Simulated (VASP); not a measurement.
# Mg8H (P-6m2) in VASP: further runs, part 2 of 2

VASP 6.6.1. Earlier steps stand in the parts before.

### Step 3. Relaxation of cell and atoms, PBE

This run uses another cell than the first one, of 20.71 Å³/atom, 0.996 times its volume.

INCAR

```
PREC = Accurate ; ENCUT = 600
EDIFF = 1E-6 ; ISMEAR = 0
SIGMA = 0.1 ; LREAL = F
LASPH = T ; NELM = 60
ALGO = Normal ; ISIF = 3
LWAVE = F ; LCHARG = F
GGA = PE ; IBRION = 2
NSW = 90 ; EDIFFG = -0.025
```

KPOINTS

```
Automatic mesh
0
Gamma
  6 6 6
```

POSCAR

```
Mg8H
1.0
    6.4687343436      0.0000000000      0.0000000000
   -3.2343671718      5.6020882719      0.0000000000
    0.0000000000      0.0000000000      5.1438086139
Mg H
8 1
Direct
    0.1666666667      0.3333333333      0.2500000000
    0.1661000822      0.8330500411      0.2500000000
    0.6669499589      0.3338999178      0.2500000000
    0.6669499589      0.8330500411      0.2500000000
    0.3406917049      0.1593082951      0.7500000000
    0.3406917049      0.6813834098      0.7500000000
    0.8186165902      0.1593082951      0.7500000000
    0.8333333333      0.6666666667      0.7500000000
    0.1666666667      0.3333333333      0.7500000000
```

Potentials or basis: VASP PAW PBE potentials, release 64 (Mg, H).

On the command line:

```console
cat potpaw_PBE.64/Mg/POTCAR potpaw_PBE.64/H/POTCAR > POTCAR
mpirun -np 1 vasp_std > vasp.out
```

OUTCAR:

```text
PREC = Accurate
   ENCUT = 600
   EDIFF = 1E-6
   ISMEAR = 0
   LREAL = F
   LASPH = T
   NELM = 60
   ISIF = 3
   GGA = PE
   IBRION = 2
   NSW = 90
   EDIFFG = -0.025

 ion  position               nearest neighbor table
   1  0.167  0.333  0.250-   5 3.23   5 3.23   7 3.23   7 3.23   6 3.23   6 3.23   3 3.23   2 3.23
                             4 3.23   4 3.23   3 3.23   2 3.23
   2  0.166  0.833  0.250-   6 3.16   6 3.16   5 3.16   5 3.16   8 3.18   8 3.18   4 3.23   3 3.23
                             1 3.23   1 3.23   4 3.24   3 3.24
   3  0.667  0.334  0.250-   5 3.16   5 3.16   7 3.16   7 3.16   8 3.18   8 3.18   2 3.23   4 3.23
                             1 3.23   1 3.23   4 3.24   2 3.24
   4  0.667  0.833  0.250-   6 3.16   6 3.16   7 3.16   7 3.16   8 3.18   8 3.18   2 3.23   3 3.23
                             1 3.23   1 3.23   2 3.24   3 3.24
   5  0.341  0.159  0.750-   9 1.95   7 3.09   6 3.09   3 3.16   3 3.16   2 3.16   2 3.16   1 3.23
                             1 3.23   8 3.24   8 3.24   7 3.38   6 3.38
   6  0.341  0.681  0.750-   9 1.95   7 3.09   5 3.09   4 3.16   4 3.16   2 3.16   2 3.16   1 3.23
                             1 3.23   8 3.24   8 3.24   5 3.38   7 3.38
   7  0.819  0.159  0.750-   9 1.95   5 3.09   6 3.09   3 3.16   3 3.16   4 3.16   4 3.16   1 3.23
                             1 3.23   8 3.24   8 3.24   5 3.38   6 3.38
   8  0.833  0.667  0.750-   4 3.18   4 3.18   2 3.18   2 3.18   3 3.18   3 3.18   6 3.24   7 3.24
                             5 3.24   5 3.24   6 3.24   7 3.24
   9  0.167  0.333  0.750-   5 1.95   7 1.95   6 1.95

  LATTYP: Found a hexagonal cell.
 ALAT       =     6.4687343436
 C/A-ratio  =     0.7951800678

  Lattice vectors:

 A1 = (   6.4687343436,   0.0000000000,   0.0000000000)
 A2 = (  -3.2343671718,   5.6020882719,   0.0000000000)
 A3 = (   0.0000000000,   0.0000000000,   5.1438086139)

Analysis of symmetry for initial positions (statically):
=====================================================================
 Subroutine PRICEL returns:
 Original cell was already a primitive cell.

 Routine SETGRP: Setting up the symmetry group for a
 hexagonal supercell.

 Subroutine GETGRP returns: Found 12 space group operations
 (whereof  2 operations were pure point group operations)
 out of a pool of 24 trial point group operations.

The static configuration has the point symmetry C_1h.
 The point group associated with its full space group is D_3h.

Analysis of symmetry for dynamics (positions and initial velocities):
=====================================================================
 Subroutine PRICEL returns:
 Original cell was already a primitive cell.

 Routine SETGRP: Setting up the symmetry group for a
 hexagonal supercell.

 Subroutine GETGRP returns: Found 12 space group operations
 (whereof  2 operations were pure point group operations)
 out of a pool of 24 trial point group operations.

The dynamic configuration has the point symmetry C_1h.
 The point group associated with its full space group is D_3h.

[... 169 lines left out ...]
  -------------------------------------------------------------------------------------
  Total       -0.0788315     -0.0788315      0.2765703     -0.0000000     -0.0000000      0.0000000
  in kB       -0.6775730     -0.6775730      2.3771802     -0.0000000     -0.0000000      0.0000000
  external PRESSURE =       0.3406781 kB  Pullay stress =       0.0000000 kB

 VOLUME and BASIS-vectors are now :
 -----------------------------------------------------------------------------
  energy-cutoff  :      600.00
  volume of cell :      186.40
      direct lattice vectors                 reciprocal lattice vectors
     6.468734344  0.000000000  0.000000000     0.154589746  0.089252432  0.000000000
    -3.234367172  5.602088272  0.000000000     0.000000000  0.178504863  0.000000000
     0.000000000  0.000000000  5.143808614     0.000000000  0.000000000  0.194408477

 POSITION                                       TOTAL-FORCE (eV/Angst)
 -----------------------------------------------------------------------------------
      0.00000      1.86736      1.28595        -0.000000     -0.000000     -0.000000
     -1.61993      4.66682      1.28595        -0.006605     -0.003813      0.000000
      3.23437      1.87054      1.28595        -0.000000      0.007626     -0.000000
      1.61993      4.66682      1.28595         0.006605     -0.003813     -0.000000
      1.68858      0.89246      3.85786         0.006738     -0.003890      0.000000
      0.00000      3.81717      3.85786         0.000000      0.007781     -0.000000
      4.78015      0.89246      3.85786        -0.006738     -0.003890     -0.000000
      3.23437      3.73473      3.85786        -0.000000     -0.000000     -0.000000
      0.00000      1.86736      3.85786        -0.000000     -0.000000     -0.000000
 -----------------------------------------------------------------------------------
    total drift:                                0.000000     -0.000000      0.000000

  FREE ENERGIE OF THE ION-ELECTRON SYSTEM (eV)
  ---------------------------------------------------
  free  energy   TOTEN  =       -15.1958668769 eV

  energy  without entropy=      -15.1765105966  energy(sigma->0) =      -15.18618874

--------------------------------------- Ionic step        2  -------------------------------------------

 number of electron      17.0000000 magnetization

 Free energy of the ion-electron system (eV)
  ---------------------------------------------------
  ext. energy  EPLUGINS =         0.00000000
  ---------------------------------------------------
  free energy    TOTEN  =       -15.19629471 eV

  energy without entropy =      -15.17721353  energy(sigma->0) =      -15.18675412

 E-fermi :   2.7678     XC(G=0):  -8.5149

 val. band max:        2.7458877083   @ k =   0.0000   0.0000   0.1667
 cond. band min:       2.7810506045   @ k =   0.1667   0.0000   0.1667
 fundamental gap:      0.0351628963
 Fermi energy:         2.7678305993

 k-point     1 :       0.0000    0.0000    0.0000
  band No.  band energies     occupation
      1      -4.8988      2.00000
      2      -2.1500      2.00000
      3       0.3798      2.00000
      4       0.3798      2.00000
      5       0.3929      2.00000
      6       0.4506      2.00000
      7       0.4506      2.00000
      8       1.0027      2.00000
      9       1.2625      2.00000
     10       4.3120      0.00000
     11       5.1506      0.00000
     12       5.2351      0.00000
     13       5.2351      0.00000
[... 354 lines left out ...]
  band No.  band energies     occupation
      1      -3.9217      2.00000
      2      -2.3072      2.00000
      3      -1.5829      2.00000
      4      -0.7487      2.00000
      5      -0.1251      2.00000
      6       0.6982      2.00000
      7       0.7613      2.00000
      8       0.7901      2.00000
      9       2.9493      0.01030
     10       3.7452      0.00000
     11       3.8260      0.00000
     12       3.8700      0.00000
     13       4.8892      0.00000

 [... further k-points ...]
[... 5 lines left out ...]
  --------------------------------------------------------------------------------------
  -------------------------------------------------------------------------------------
  Total       -0.0743486     -0.0743486      0.1937333      0.0000000      0.0000000      0.0000000
  in kB       -0.6386357     -0.6386357      1.6641197      0.0000000      0.0000000      0.0000000
  external PRESSURE =       0.1289495 kB  Pullay stress =       0.0000000 kB

 VOLUME and BASIS-vectors are now :
 -----------------------------------------------------------------------------
  energy-cutoff  :      600.00
  volume of cell :      186.52
      direct lattice vectors                 reciprocal lattice vectors
     6.466000916  0.000000000  0.000000000     0.154655097  0.089290162 -0.000000000
    -3.233000458  5.599721054 -0.000000000    -0.000000000  0.178580324  0.000000000
     0.000000000 -0.000000000  5.151434302    -0.000000000  0.000000000  0.194120694

 POSITION                                       TOTAL-FORCE (eV/Angst)
 -----------------------------------------------------------------------------------
      0.00000      1.86657      1.28786        -0.000000      0.000000     -0.000000
     -1.61957      4.66466      1.28786        -0.005066     -0.002925     -0.000000
      3.23300      1.87011      1.28786        -0.000000      0.005850     -0.000000
      1.61957      4.66466      1.28786         0.005066     -0.002925      0.000000
      1.68819      0.89189      3.86358         0.005781     -0.003338      0.000000
      0.00000      3.81593      3.86358        -0.000000      0.006675     -0.000000
      4.77781      0.89189      3.86358        -0.005781     -0.003338     -0.000000
      3.23300      3.73315      3.86358        -0.000000      0.000000     -0.000000
      0.00000      1.86657      3.86358        -0.000000      0.000000     -0.000000
 -----------------------------------------------------------------------------------
    total drift:                                0.000000     -0.000000      0.000000

  FREE ENERGIE OF THE ION-ELECTRON SYSTEM (eV)
  ---------------------------------------------------
  free  energy   TOTEN  =       -15.1962947059 eV

  energy  without entropy=      -15.1772135334  energy(sigma->0) =      -15.18675412

 reached required accuracy - stopping structural energy minimisation
```

Wall time 3 min (1 thread of Intel Xeon 6975P-C, shared host); peak memory 0.4 GiB.

Results:

```
Free energy                            : -15.1963 eV
Relaxed volume                         : 20.72 Å³/atom
Relaxed cell                           : a = 6.466 Å, b = 6.466 Å, c = 5.151 Å, α = 90.00°, β = 90.00°, γ = 120.00°
Space group after relaxing (to 0.05 Å) : P-6m2 (No. 187)
Energy gained by relaxing              : 0.0 meV/atom
Ionic steps                            : 2
Pressure after relaxing                : 0.0 GPa
Largest force after relaxing           : 0.007 eV/Å
```

Forces on the atoms (eV/Å):
```
Mg   0.000  0.000  0.000
Mg  -0.005 -0.003  0.000
Mg   0.000  0.006  0.000
Mg   0.005 -0.003  0.000
Mg   0.006 -0.003  0.000
Mg   0.000  0.007  0.000
Mg  -0.006 -0.003  0.000
Mg   0.000  0.000  0.000
H    0.000  0.000  0.000
```

Stress tensor (GPa, compression positive):
```
-0.06  0.00  0.00
 0.00 -0.06  0.00
 0.00  0.00  0.17
```

Step by step:
```tsv
step	energy change (eV)	largest force (eV/Å)	pressure (GPa)	volume (Å³)
1	0.0000	0.0078	0.03	186.40
2	-0.0004	0.0067	0.01	186.52
```

Final structure:
```xyz
9
Lattice="6.4660 0.0000 0.0000 -3.2330 5.5997 0.0000 0.0000 0.0000 5.1514" Properties=species:S:1:pos:R:3 pbc="T T T"
Mg    0.0000    1.8666    1.2879
Mg   -1.6196    4.6647    1.2879
Mg    3.2330    1.8701    1.2879
Mg    1.6196    4.6647    1.2879
Mg    1.6882    0.8919    3.8636
Mg    0.0000    3.8159    3.8636
Mg    4.7778    0.8919    3.8636
Mg    3.2330    3.7331    3.8636
H     0.0000    1.8666    3.8636
```

Levels at points of the mesh, in eV from the Fermi level:
| k point | band 4 | band 5 | band 6 | band 7 | band 8 | band 9 | band 10 | band 11 | band 12 | band 13 |
| --- | --- | --- | --- | --- | --- | --- | --- | --- | --- | --- |
| (0.00, 0.00, 0.00) | -2.39 | -2.37 | -2.32 | -2.32 | -1.77 | -1.51 | 1.54 | 2.38 | 2.47 | 2.47 |
| (0.50, 0.00, 0.00) | -3.50 | -1.94 | -0.70 | -0.63 | -0.14 | 0.33 | 0.75 | 0.91 | 1.06 | 1.49 |
| (0.00, 0.00, 0.50) | -1.30 | -1.30 | -1.24 | -1.24 | -1.24 | -0.80 | -0.75 | -0.75 | -0.71 | -0.61 |
| (0.50, 0.00, 0.50) | -4.41 | -3.12 | -2.19 | -2.13 | -2.10 | 0.69 | 1.94 | 2.09 | 2.13 | 2.57 |

Caveat: the bands computed are all filled at some k points, so no gap is given.
